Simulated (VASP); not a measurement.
# Ir (Fm-3m) in VASP: single point with PBEsol+D3(BJ)

Aim: the single point of Ir with PBEsol+D3(BJ).

Program: VASP 6.6.1. These are calculated values, not measurements. Logs are shortened: lines on timing, memory, paths and dates and some standing lists are left out, and cuts for length are marked.

### Step 1. The cell of the first run

The structure is cubic, space group Fm-3m (No. 225). The conventional cell has a = 3.803 Å, b = 3.803 Å, c = 3.803 Å, α = 90.00°, β = 90.00°, γ = 90.00°. Within 3.5 Å of Ir (site symmetry m-3m) lie 12 Ir at 2.69 Å.

### Step 2. Single point, PBEsol+D3(BJ)

Input file INCAR:

```
SYSTEM = Ir
PREC = Accurate
ENCUT = 500
EDIFF = 1E-6
ISMEAR = 0
SIGMA = 0.1
LREAL = .FALSE.
LASPH = .TRUE.
NELM = 120
ALGO = Normal
ISIF = 2
LWAVE = .FALSE.
LCHARG = .FALSE.
GGA = PS
IVDW = 12
NBANDS = 10
GGA_COMPAT = .FALSE.
```

Input file KPOINTS:

```
Automatic mesh
0
G
  18 18 18
  0 0 0
```

Input file POSCAR:

```
Ir
1.0
    0.0000000000      1.9015594201      1.9015594201
    1.9015594201      0.0000000000      1.9015594201
    1.9015594201      1.9015594201      0.0000000000
Ir
1
Direct
    0.0000000000      0.0000000000      0.0000000000
```

Potentials or basis: VASP PAW PBE potentials, release 64 (Ir).

Launch:

```
> cat potpaw_PBE.64/Ir/POTCAR > POTCAR
> mpirun -np 1 vasp_std > vasp.out
```

OUTCAR:

```text
SYSTEM = Ir
   PREC = Accurate
   ENCUT = 500
   EDIFF = 1E-6
   ISMEAR = 0
   LREAL = .FALSE.
   LASPH = .TRUE.
   NELM = 120
   ISIF = 2
   GGA = PS
   IVDW = 12
 IVDW          = 12

 ion  position               nearest neighbor table
   1  0.000  0.000  0.000-

  LATTYP: Found a face centered cubic cell.
 ALAT       =     3.8031188402

  Lattice vectors:

 A1 = (   0.0000000000,   1.9015594201,   1.9015594201)
 A2 = (   1.9015594201,   0.0000000000,   1.9015594201)
 A3 = (   1.9015594201,   1.9015594201,   0.0000000000)

Analysis of symmetry for initial positions (statically):
=====================================================================
 Subroutine PRICEL returns:
 Original cell was already a primitive cell.

 Routine SETGRP: Setting up the symmetry group for a
 face centered cubic supercell.

 Subroutine GETGRP returns: Found 48 space group operations
 (whereof 48 operations were pure point group operations)
 out of a pool of 48 trial point group operations.

The static configuration has the point symmetry O_h .

Analysis of symmetry for dynamics (positions and initial velocities):
=====================================================================
 Subroutine PRICEL returns:
 Original cell was already a primitive cell.

 Routine SETGRP: Setting up the symmetry group for a
 face centered cubic supercell.

 Subroutine GETGRP returns: Found 48 space group operations
 (whereof 48 operations were pure point group operations)
 out of a pool of 48 trial point group operations.

The dynamic configuration has the point symmetry O_h .

 Subroutine INISYM returns: Found 48 space group operations
 (whereof 48 operations are pure point group operations),
 and found     1 'primitive' translations

----------------------------------------------------------------------------------------

                                     Primitive cell

  volume of cell :      13.7518

  direct lattice vectors                    reciprocal lattice vectors
     0.000000000  1.901559420  1.901559420    -0.262942086  0.262942086  0.262942086
     1.901559420  0.000000000  1.901559420     0.262942086 -0.262942086  0.262942086
     1.901559420  1.901559420  0.000000000     0.262942086  0.262942086 -0.262942086

  length of vectors
     2.689211122  2.689211122  2.689211122     0.455429052  0.455429052  0.455429052

  position of ions in fractional coordinates (direct lattice)
     0.000000000  0.000000000  0.000000000

  ion indices of the primitive-cell ions
   primitive index   ion index
                 1           1

----------------------------------------------------------------------------------------
[... 79 lines left out ...]
   TEBEG  =    0.0;   TEEND  =   0.0 temperature during run
   PSTRESS=    0.0 pullay stress
   NELECT =       9.0000    total number of electrons
   NUPDOWN=      -1.0000    fix difference up-down
   EMIN   =  10.00;   EMAX   =-10.00  energy-range for DOS
   EFERMI =   0.00;   METHOD = LEGACY
   ISMEAR =     0;   SIGMA  =   0.10  broadening in eV -4-tet -1-fermi 0-gaus
   EFERMI_NEDOS =   21; number of points for ismear=-14 and -15
   IALGO  =     38    algorithm
   IMIX   =      4    mixing-type and parameters
     AMIX     =   0.40;   BMIX     =  1.00
     AMIX_MAG =   1.60;   BMIX_MAG =  1.00
  volume/ion in A,a.u.               =      13.75        92.80
  Fermi-wavevector in a.u.,A,eV,Ry     =   1.421355  2.685971 27.487154  2.020249
  Thomas-Fermi vector in A             =   2.542173
   LORBIT       =      0    0 simple, 1 ext, 2 COOP (PROOUT), +10 PAW based schemes
   GGA     = PS    functional components
   LHFCALC =     F    Hartree Fock is set to
   AEXX    =    0.0000 exact exchange contribution
   IVDW    =    12    specifies the selected vdW correction
   LEPSILON=     F    determine dielectric tensor
   LRPA    =     F    only Hartree local field effects (RPA)
 non-spin polarized calculation
 Gauss-broadening in eV      SIGMA  =   0.10
  energy-cutoff  :      500.00
  volume of cell :       13.75
 maximum number of plane-waves:       361
   NGX =  9   NGY =  9   NGZ =  9

 number of electron       9.0000001 magnetization

 Free energy of the ion-electron system (eV)
  ---------------------------------------------------
  ext. energy  EPLUGINS =         0.00000000
  ---------------------------------------------------
  free energy    TOTEN  =        -9.81322481 eV

  energy without entropy =       -9.80840030  energy(sigma->0) =       -9.81081256

 E-fermi :  10.7877     XC(G=0): -14.2684

 val. band max:       10.7789511522   @ k =   0.5000   0.2222   0.1111
 cond. band min:      10.7991403217   @ k =   0.3333   0.1111   0.0556
 fundamental gap:      0.0201891696
 Fermi energy:        10.7877399731

 k-point     1 :       0.0000    0.0000    0.0000
  band No.  band energies     occupation
      1      -0.7545      2.00000
      2       6.6707      2.00000
      3       6.6707      2.00000
      4       6.6707      2.00000
      5       9.5114      2.00000
      6       9.5114      2.00000
      7      25.0048      0.00000
      8      30.7500      0.00000
      9      30.7500      0.00000
     10      30.7500      0.00000
[... 287 lines left out ...]
 k-point    24 :      -0.2222    0.0556    0.0000
  band No.  band energies     occupation
      1       1.5167      2.00000
      2       5.9728      2.00000
      3       7.1489      2.00000
      4       7.2453      2.00000
      5       9.1937      2.00000
      6      10.1007      2.00000
      7      24.9929      0.00000
      8      27.8616      0.00000
      9      33.0960      0.00000
     10      34.3278      0.00000

 [... further k-points ...]

------------------------ aborting loop because EDIFF is reached ----------------------------------------

 Edisp (eV)   -0.73546

 E8    (eV) :    -0.5079

  FORCE on cell =-STRESS in cart. coord.  units (eV):
  Direction    XX          YY          ZZ          XY          YZ          ZX
  --------------------------------------------------------------------------------------
  -------------------------------------------------------------------------------------
  Total       0.10433     0.10433     0.10433     0.00000     0.00000     0.00000
  in kB      12.15564    12.15564    12.15564     0.00000     0.00000     0.00000
  external pressure =       12.16 kB  Pullay stress =        0.00 kB

 VOLUME and BASIS-vectors are now :
 -----------------------------------------------------------------------------
  energy-cutoff  :      500.00
  volume of cell :       13.75
      direct lattice vectors                 reciprocal lattice vectors
     0.000000000  1.901559420  1.901559420    -0.262942086  0.262942086  0.262942086
     1.901559420  0.000000000  1.901559420     0.262942086 -0.262942086  0.262942086
     1.901559420  1.901559420  0.000000000     0.262942086  0.262942086 -0.262942086

 POSITION                                       TOTAL-FORCE (eV/Angst)
 -----------------------------------------------------------------------------------
      0.00000      0.00000      0.00000         0.000000      0.000000     -0.000000
 -----------------------------------------------------------------------------------
    total drift:                               -0.000000     -0.000000     -0.000000

  FREE ENERGIE OF THE ION-ELECTRON SYSTEM (eV)
  ---------------------------------------------------
  free  energy   TOTEN  =       -10.5486831714 eV

  energy  without entropy=      -10.5438586558  energy(sigma->0) =      -10.54627091
```

OSZICAR:

```text
N       E                     dE             d eps       ncg     rms          rms(c)
DAV:   1     0.475229352682E+02    0.47523E+02   -0.43258E+03  3948   0.799E+02
DAV:   2    -0.955857924702E+01   -0.57082E+02   -0.54099E+02  4004   0.198E+02
DAV:   3    -0.104224898919E+02   -0.86391E+00   -0.85994E+00  4580   0.294E+01
DAV:   4    -0.104305143838E+02   -0.80245E-02   -0.80224E-02  4404   0.263E+00
DAV:   5    -0.104306772958E+02   -0.16291E-03   -0.16291E-03  4484   0.360E-01    0.171E+01
DAV:   6    -0.991931245254E+01    0.51136E+00   -0.85724E-01  4412   0.113E+01    0.689E+00
DAV:   7    -0.982051665215E+01    0.98796E-01   -0.27822E-01  4648   0.588E+00    0.147E+00
DAV:   8    -0.981776759089E+01    0.27491E-02   -0.19725E-03  4196   0.459E-01    0.113E+00
DAV:   9    -0.981323101261E+01    0.45366E-02   -0.23722E-03  4264   0.705E-01    0.334E-02
DAV:  10    -0.981322299415E+01    0.80185E-05   -0.14114E-05  5662   0.386E-02    0.142E-02
DAV:  11    -0.981322479973E+01   -0.18056E-05   -0.11656E-06  3678   0.676E-03    0.132E-03
DAV:  12    -0.981322481297E+01   -0.13237E-07   -0.26987E-08  2078   0.179E-03
   1 F= -.10548683E+02 E0= -.10546271E+02  d E =-.482452E-02
```

stdout:

```text
POSCAR found type information on POSCAR Ir
 POSCAR found :  1 types and       1 ions
 scaLAPACK will be used
 -----------------------------------------------------------------------------
|                                                                             |
|                                                                             |
|     You enforced a specific xc type in the INCAR file but a different       |
|     I HOPE YOU KNOW WHAT YOU ARE DOING!                                     |
|                                                                             |
 -----------------------------------------------------------------------------

 LDA part: xc-table for (Slater+PW92), standard interpolation
 POSCAR, INCAR and KPOINTS ok, starting setup
 FFT: planning ... GRIDC
 FFT: planning ... GRID_SOFT
 FFT: planning ... GRID
 WAVECAR not read
 entering main loop
```

It took 23 s on 1 thread of AMD EPYC 7R43 (Zen 3), shared host; peak memory 0.12 GiB.

Results:

```yaml
Free_energy: -10.5487 eV
Pressure: 1.2 GPa
Dispersion_energy_per_atom: -0.735 eV
```

Levels at points of the mesh, in eV from the Fermi level:
| k point | band 1 | band 2 | band 3 | band 4 | band 5 | band 6 | band 7 | band 8 |
| --- | --- | --- | --- | --- | --- | --- | --- | --- |
| (0.00, 0.00, 0.00) | -11.54 | -4.12 | -4.12 | -4.12 | -1.28 | -1.28 | 14.22 | 19.96 |
| (0.50, 0.00, 0.00) | -8.49 | -4.22 | -4.22 | -0.93 | 0.92 | 0.92 | 7.48 | 13.75 |
| (0.50, 0.50, 0.00) | -8.32 | -7.73 | 0.90 | 1.52 | 1.52 | 1.60 | 10.82 | 11.76 |

Caveat: the PAW data sets were made with another functional, which shifts forces and pressure a little; spin-orbit coupling is left out, which moves the levels of the heavy elements; pairwise dispersion overbinds metals, which lowers pressure and volume.
